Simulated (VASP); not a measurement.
Here is a VASP 6.6.1 calculation.

File POSCAR:

```
NiO
1.0
    0.0000000000      1.9982784052      1.9982784052
    1.9982784052      0.0000000000      1.9982784052
    1.9982784052      1.9982784052      0.0000000000
Ni O
1 1
Direct
    0.0000000000      0.0000000000      0.0000000000
    0.5000000000      0.5000000000      0.5000000000
```

Contents of INCAR.step1:

```
PREC = Accurate
ENCUT = 600
ISMEAR = 0
SIGMA = 0.02
LREAL = False
LASPH = True
NELM = 150
ISPIN = 2
MAGMOM = 1.82 0.32
LMAXMIX = 4
GGA = PE
ALGO = Normal
EDIFF = 1E-4
LWAVE = True
LCHARG = False
```

File INCAR.step2:

```
PREC = Accurate
ENCUT = 600
EDIFF = 1E-6
ISMEAR = 0
SIGMA = 0.02
LREAL = False
LASPH = True
NELM = 150
ALGO = Normal
ISIF = 3
LWAVE = False
LCHARG = False
ISPIN = 2
MAGMOM = 1.82 0.32
LORBIT = 11
LMAXMIX = 4
METAGGA = R2SCAN
LMIXTAU = True
IBRION = 2
NSW = 70
EDIFFG = -0.008
PSTRESS = 400.0
ISTART = 1
```

KPOINTS

```
Automatic mesh
0
Gamma
  16 16 16
```

Potentials or basis: VASP PAW PBE potentials, release 64 (Ni, O).

The run is started by

```sh
$ cat potpaw_PBE.64/Ni/POTCAR potpaw_PBE.64/O/POTCAR > POTCAR
$ cp INCAR.step1 INCAR
$ mpirun -np 1 vasp_std > vasp.out
$ cp INCAR.step2 INCAR
$ mpirun -np 1 vasp_std > vasp.out
```

Task: Predict the band gap on the k mesh.

Result: 0.19 eV (least direct gap 1.47 eV).

Task: What does it give for the space group after relaxing (to 0.1 Å)?

Result: Fm-3m (No. 225).

Task: Predict the relaxed volume.

Result: 8.01 Å³/atom.

Step by step:
| step | energy change (eV) | largest force (eV/Å) | pressure (GPa) | volume (Å³) |
| --- | --- | --- | --- | --- |
| 1 | 0.0000 | 0.0000 | 41.31 | 15.96 |
| 2 | -0.0372 | 0.0000 | 37.69 | 16.11 |
| 3 | -0.0143 | 0.0000 | 39.96 | 16.02 |

Caveat: the cell is relaxed towards a set pressure, so the run minimises the enthalpy, not the energy; the PAW data sets were made with another functional, which shifts forces and pressure a little; a cell with one magnetic atom can't hold antiferromagnetic order, which such compounds often take. A k mesh can miss the band edges.
